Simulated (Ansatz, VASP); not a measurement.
# Hf3Si2N in VASP and in Ansatz

```
Hf Si N
1.0
     3.12731    0.00000    0.00000
     0.00000    3.12731    0.00000
     0.00000    0.00000   10.58893
Hf Si N
3 2 1
Direct
  0.00000 0.00000 0.62024
  0.00000 0.00000 0.26980
  0.50000 0.50000 0.83948
  0.00000 0.00000 0.01393
  0.50000 0.50000 0.46584
  0.50000 0.50000 0.29071
```

Change from the starting cell: species swapped into the MnAl2Cr3 type (P4mm, No. 99).

Alike in both runs: functional PBE; k mesh 12 × 12 × 4; occupations gaussian, width 0.1 eV; no spin polarisation.

Ansatz relaxed the structure, and its values are those at the end. VASP's run is a single point on that final structure, the one shown.

|  | VASP | Ansatz |
| --- | --- | --- |
| version | VASP 6.6.1 | Ansatz 0.2.0 |
| potentials or method | VASP PAW PBE potentials, release 64 (Hf_pv, Si, N), cutoff 520 eV | scalar-relativistic, plane waves, PAW |
| valence electrons in the cell | 43 | 91 |

Ansatz gave:

```
gap on the k mesh at the Fermi level (eV) : none
pressure (GPa)                            : 0.0
rms of the force components (eV/Å)        : 0.002
```

Estimate VASP's values.

gap on the k mesh at the Fermi level (eV): none; pressure (GPa): -0.6; rms of the force components (eV/Å): 0.017.

A gap of «none» marks a metal or a gap that the smearing closes. VASP's potentials hold 43 valence electrons a cell and Ansatz's 91, so a difference there can come from the potentials and not from the codes.

Neither program's run includes spin-orbit coupling.
